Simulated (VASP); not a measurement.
HfHgF, 3 atoms in the cell. Symmetry: P-6m2, No. 187, hexagonal system. The conventional cell has a = 4.094 Å, b = 4.094 Å, c = 4.967 Å, α = 90.00°, β = 90.00°, γ = 120.00°. Hf (site symmetry -6m2) has 3 Hg at 2.36 Å within 3.1 Å. Within 3.1 Å of Hg (site symmetry -6m2) lie 3 Hf at 2.36 Å. Within 4.5 Å of F (site symmetry -6m2) lie 6 Hf at 3.43 Å and 6 Hg at 3.43 Å and 6 F at 4.09 Å. 

* Program: VASP 6.6.1
* Task: relaxation of cell and atoms
* Functional: PBE
* Potentials or basis: VASP PAW PBE potentials, release 64 (Hf_pv, Hg, F)
* Cutoff: 600 eV
* k mesh: 6 × 6 × 4
* Occupations: gaussian, width 0.1 eV
* Spin: no spin polarisation
* Dipole correction: no
* Further INCAR settings: ALGO = Normal; EDIFF = 1e-07; IBRION = 2; EDIFFG = -0.04; NSW = 90; ISIF = 3

Potentials or basis: VASP PAW PBE potentials, release 64 (Hf_pv, Hg, F).

Run with:

```bash
$ cat potpaw_PBE.64/Hf_pv/POTCAR potpaw_PBE.64/Hg/POTCAR potpaw_PBE.64/F/POTCAR > POTCAR
$ mpirun -np 1 vasp_std > vasp.out
```

Hardware: 1 thread of Intel(R) Xeon(R) Platinum 8488C (Sapphire Rapids), with other jobs on the host.

Q: How long does it take, and how much memory?

A: Run time: 6.3 min on 1 thread of Intel(R) Xeon(R) Platinum 8488C (Sapphire Rapids) (shared host), peak memory 0.26 GiB. Counts: scf iterations 143, k points 21, ion steps 12.
